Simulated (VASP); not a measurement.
The system is Ga.

```
CELL_PARAMETERS angstrom
3.09908 0.00000 0.00000
-1.54954 2.68389 0.00000
0.00000 0.00000 5.02998
ATOMIC_POSITIONS crystal
Ga 0.33333 0.66667 0.25000
Ga 0.66667 0.33333 0.75000
```

| Item | Value |
| --- | --- |
| Program | VASP 6.6.1 |
| Task | relaxation of cell and atoms |
| Functional | PBE |
| Potentials or basis | VASP PAW PBE potentials, release 64 (Ga_d) |
| Cutoff | 600 eV |
| k mesh | 6 × 6 × 4 |
| Occupations | gaussian, width 0.1 eV |
| Spin | no spin polarisation |

At the start: pressure -4.0 GPa; volume 20.92 Å³/atom.

**Question.** How do energy, volume and symmetry change on relaxing?

**Answer.** Over 7 steps the energy falls by 31.4 meV/atom and the volume is 18.86 Å³/atom (-9.8 %); space group P6_3/mmc (No. 194, to 0.05 Å).

The path:
| step | energy change (eV) | largest force (eV/Å) | pressure (GPa) | volume (Å³) |
| --- | --- | --- | --- | --- |
| 1 | 0.0000 | 0.0000 | -4.05 | 41.84 |
| 2 | -0.0525 | 0.0000 | -0.96 | 38.72 |
| 3 | -0.0552 | 0.0000 | -0.22 | 38.07 |
| 4 | -0.0553 | 0.0000 | 0.07 | 37.86 |
| 5 | -0.0553 | 0.0000 | -0.05 | 37.94 |
| 6 | -0.0586 | 0.0000 | -0.07 | 37.87 |
| 7 | -0.0627 | 0.0000 | 0.09 | 37.72 |

Final structure:
```xyz
2
Lattice="2.9638 0.0000 0.0000 -1.4819 2.5667 0.0000 0.0000 0.0000 4.9587" Properties=species:S:1:pos:R:3 pbc="T T T"
Ga    0.0000    1.7111    1.2397
Ga    1.4819    0.8556    3.7190
```

Caveat: the k points lie up to 0.41 Å⁻¹ apart in the final cell.
